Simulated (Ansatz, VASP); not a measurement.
**One calculation of AgCl, two programs**

```xyz
2
Lattice="0.0000 2.8052 2.8052 2.8052 0.0000 2.8052 2.8052 2.8052 0.0000" Properties=species:S:1:pos:R:3 pbc="T T T"
Ag    0.0000    0.0000    0.0000
Cl    2.8052    2.8052    2.8052
```

Alike in both runs: functional PBE; k mesh 12 × 12 × 12; occupations fermi-dirac, width 0.08 eV; no spin polarisation.

Ansatz relaxed the structure, and its values are those at the end. VASP's run is a single point on that final structure, the one shown.

```csv
,VASP,Ansatz
version,VASP 6.6.1,Ansatz 0.2.0
potentials or method,"VASP PAW PBE potentials, release 64 (Ag, Cl)","PAW with Ansatz's default frozen-core files, scalar-relativistic"
plane-wave cutoff (eV),520,420
valence electrons in the cell,18,26
```

VASP gave:

| Item | Value |
| --- | --- |
| pressure (GPa) | -0.1 |

Problem. Which values does Ansatz return?

Solution. Pressure (GPa): 0.0.

VASP's potentials hold 18 valence electrons a cell and Ansatz's 26, so a difference there can come from the potentials and not from the codes.
